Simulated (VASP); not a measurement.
**As2F3: single point with PBE**

Crystal: As2F3.

```
As F
1.0
     1.43355    0.82766   10.01233
    -1.43355    0.82766   10.01233
     0.00000   -1.65533   10.01233
As F
2 3
Direct
  0.40061 0.40061 0.40061
  0.59939 0.59939 0.59939
  0.00000 0.00000 0.00000
  0.21384 0.21384 0.21384
  0.78616 0.78616 0.78616
```

```json
{"Program": "VASP 6.6.1", "Task": "single point", "Functional": "PBE", "Potentials or basis": "VASP PAW PBE potentials, release 64 (As, F)", "Cutoff": "520 eV", "k mesh": "6 × 6 × 6", "Occupations": "gaussian, width 0.1 eV", "Spin": "no spin polarisation", "Dipole correction": "no", "Further INCAR settings": "ALGO = Normal; EDIFF = 1e-06; NBANDS = 24"}
```

```
Pressure               : -0.1 GPa
Largest force          : 0.011 eV/Å
Band gap on the k mesh : zero (an odd number of electrons rules out a gap without spin polarisation)
```

Forces in eV/Å, atoms in the order of the input:
```
As   0.000  0.000 -0.011
As   0.000  0.000  0.011
F    0.000  0.000  0.000
F    0.000  0.000  0.011
F    0.000  0.000 -0.011
```

Stress tensor (GPa, compression positive):
```
-0.18  0.00  0.00
 0.00 -0.18  0.00
 0.00  0.00 -0.02
```

Levels at points of the mesh, in eV from the Fermi level:
| k point | band 12 | band 13 | band 14 | band 15 | band 16 | band 17 | band 18 | band 19 | band 20 | band 21 |
| --- | --- | --- | --- | --- | --- | --- | --- | --- | --- | --- |
| (0.00, 0.00, 0.00) | -3.01 | -3.01 | -2.97 | -0.39 | 1.34 | 5.75 | 5.75 | 5.86 | 5.86 | 7.83 |
| (0.50, 0.00, 0.00) | -4.33 | -3.47 | -3.41 | -2.61 | -1.60 | 2.06 | 2.94 | 2.97 | 3.23 | 7.16 |
| (0.50, 0.50, 0.00) | -4.31 | -3.53 | -3.48 | -2.61 | -1.57 | 2.11 | 2.91 | 2.98 | 3.22 | 7.14 |
| (0.50, 0.50, 0.50) | -3.34 | -3.01 | -3.01 | -0.06 | 1.12 | 5.75 | 5.75 | 5.86 | 5.86 | 8.61 |

Run time: 19 min on 1 thread of Oxide Virtual Turin-like Processor, on a shared host, peak memory 0.87 GiB.

Caveat: the k points lie up to 0.42 Å⁻¹ apart, too coarse for converged energies and pressures of a metal; an odd number of electrons without spin polarisation forces a metal; a magnetic or distorted state may lie lower.
